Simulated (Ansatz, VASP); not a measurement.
**Te: VASP beside Ansatz**

```
Te
1.0
     8.62346    0.00000    0.00000
    -4.31173    7.46813    0.00000
     0.00000    0.00000    3.26812
Te
6
Direct
  0.20690 0.41380 0.00000
  0.58620 0.79310 0.00000
  0.20690 0.79310 0.00000
  0.79310 0.58620 0.00000
  0.41380 0.20690 0.00000
  0.79310 0.20690 0.00000
```

Alike in both runs: functional PBE; k mesh 3 × 3 × 4; occupations gaussian, width 0.1 eV; no spin polarisation.

Ansatz relaxed the structure, and its values are those at the end. VASP's run is a single point on that final structure, the one shown.

```csv
,VASP,Ansatz
version,VASP 6.6.1,Ansatz 0.2.0
potentials or method,"VASP PAW PBE potentials, release 64 (Te), cutoff 520 eV","scalar-relativistic, plane waves, PAW"
valence electrons in the cell,36,96
```

|  | VASP | Ansatz | Ansatz less VASP |
| --- | --- | --- | --- |
| gap on the k mesh at the Fermi level (eV) | none | none | - |
| pressure (GPa) | 0.0 | 0.1 | +0.04 |
| rms of the force components (eV/Å) | 0.005 | 0.004 | -0.0017 |

A gap of «none» marks a metal or a gap that the smearing closes. VASP's potentials hold 36 valence electrons a cell and Ansatz's 96, so a difference there can come from the potentials and not from the codes.

The k mesh is coarse, so the values compare programs but aren't converged. Spin-orbit coupling is off throughout.
